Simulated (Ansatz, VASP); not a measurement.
**One calculation of ZrN, two programs**

INCAR

```
SYSTEM = ZrN
ALGO = Normal ; DIPOL = 0.5 0.5 0.451
EDIFF = 1E-6 ; ENCUT = 520
GGA = PE ; GGA_COMPAT = .FALSE.
IDIPOL = 3 ; ISIF = 2
ISMEAR = 0 ; IVDW = 12
LASPH = .TRUE. ; LCHARG = .FALSE.
LDIPOL = .TRUE. ; LREAL = .FALSE.
LWAVE = .FALSE. ; NBANDS = 120
NELM = 120 ; NELMDL = -8
PREC = Accurate ; SIGMA = 0.1
```

The input KPOINTS:

```
k-points
0
G
  3 3 1
  0 0 0
```

Contents of POSCAR:

```
ZrN
1.0
    6.4475937654      0.0000000000      0.0000000000
    0.0000000000      6.4475937654      0.0000000000
    0.0000000000      0.0000000000     22.6927372738
Zr N
12 12
Direct
    0.2500000000      0.2500000000      0.3525356991
    0.2500000000      0.7500000000      0.3525356991
    0.7500000000      0.2500000000      0.3525356991
    0.7500000000      0.7500000000      0.3525356991
    0.4990857392      0.5008701927      0.4514805670
    0.4993006126     -0.0005801568      0.4513676083
    0.0005368498      0.5006544108      0.4513665650
    0.0007611392     -0.0008034076      0.4514830214
    0.7497700489      0.7500818724      0.5460971143
    0.7498622557      0.2500730859      0.5463018000
    0.2498483548      0.7500418608      0.5469682478
    0.2498706025      0.2500880279      0.5460947310
    0.5000000000      0.5000000000      0.3525356991
    0.5000000000      0.0000000000      0.3525356991
    0.0000000000      0.5000000000      0.3525356991
    0.0000000000      0.0000000000      0.3525356991
    0.7498974592      0.7500365948      0.4494732583
    0.7499297052      0.2500326332      0.4496159090
    0.2499452926      0.7500178364      0.4484015888
    0.2499190452      0.2500510128      0.4494665675
   -0.0008708544      0.0007979827      0.5554622675
   -0.0006613359      0.4995428564      0.5550745332
    0.5003530154      0.0005738674      0.5550903905
    0.5005655067      0.4993448240      0.5554274731
```

Input for Ansatz:

```yaml
crystal:
  lattice:
    - [6.4475937654, 0.0, 0.0]
    - [0.0, 6.4475937654, 0.0]
    - [0.0, 0.0, 22.6927372738]
  atoms:
    - { symbol: Zr, position: [0.25, 0.25, 0.3525356991] }
    - { symbol: Zr, position: [0.25, 0.75, 0.3525356991] }
    - { symbol: Zr, position: [0.75, 0.25, 0.3525356991] }
    - { symbol: Zr, position: [0.75, 0.75, 0.3525356991] }
    - { symbol: "N", position: [0.5, 0.5, 0.3525356991] }
    - { symbol: "N", position: [0.5, 0.0, 0.3525356991] }
    - { symbol: "N", position: [0.0, 0.5, 0.3525356991] }
    - { symbol: "N", position: [0.0, 0.0, 0.3525356991] }
    - { symbol: Zr, position: [0.4990857392, 0.5008701927, 0.451480567] }
    - { symbol: Zr, position: [0.4993006126, -0.0005801568, 0.4513676083] }
    - { symbol: Zr, position: [0.0005368498, 0.5006544108, 0.451366565] }
    - { symbol: Zr, position: [0.0007611392, -0.0008034076, 0.4514830214] }
    - { symbol: "N", position: [0.7498974592, 0.7500365948, 0.4494732583] }
    - { symbol: "N", position: [0.7499297052, 0.2500326332, 0.449615909] }
    - { symbol: "N", position: [0.2499452926, 0.7500178364, 0.4484015888] }
    - { symbol: "N", position: [0.2499190452, 0.2500510128, 0.4494665675] }
    - { symbol: Zr, position: [0.7497700489, 0.7500818724, 0.5460971143] }
    - { symbol: Zr, position: [0.7498622557, 0.2500730859, 0.5463018] }
    - { symbol: Zr, position: [0.2498483548, 0.7500418608, 0.5469682478] }
    - { symbol: Zr, position: [0.2498706025, 0.2500880279, 0.546094731] }
    - { symbol: "N", position: [-0.0008708544, 0.0007979827, 0.5554622675] }
    - { symbol: "N", position: [-0.0006613359, 0.4995428564, 0.5550745332] }
    - { symbol: "N", position: [0.5003530154, 0.0005738674, 0.5550903905] }
    - { symbol: "N", position: [0.5005655067, 0.499344824, 0.5554274731] }
basis:
  ecutwfc: 420
kpoints:
  mp_grid: { grid: [3, 3, 1] }
hamiltonian:
  xc: pbe
  dispersion: d3bj
scf:
  occupations: { method: gaussian, width: 0.1 }
output:
  forces: true
  eigenvalues: true
  write_density: true
  volumetric_format: npy
efield:
  axis: 3
  dipole_correction: true
  ramp_width: 0.04
```

Alike in both runs: task single point; functional PBE; dispersion D3(BJ); k mesh 3 × 3 × 1; occupations gaussian, width 0.1 eV; no spin polarisation.

|  | VASP | Ansatz |
| --- | --- | --- |
| version | VASP 6.6.1 | Ansatz 0.2.0 |
| potentials or method | VASP PAW PBE potentials, release 64 (Zr_sv, N), cutoff 520 eV | scalar-relativistic, plane waves, PAW |
| valence electrons in the cell | 204 | 204 |

|  | VASP | Ansatz | Ansatz less VASP |
| --- | --- | --- | --- |
| gap on the k mesh at the Fermi level (eV) | 0.09 | 0.09 | 0.000 |
| least direct gap on the mesh (eV) | 0.09 | 0.09 | 0.000 |
| rms of the force components (eV/Å) | 0.415 | 0.415 | +0.0003 |
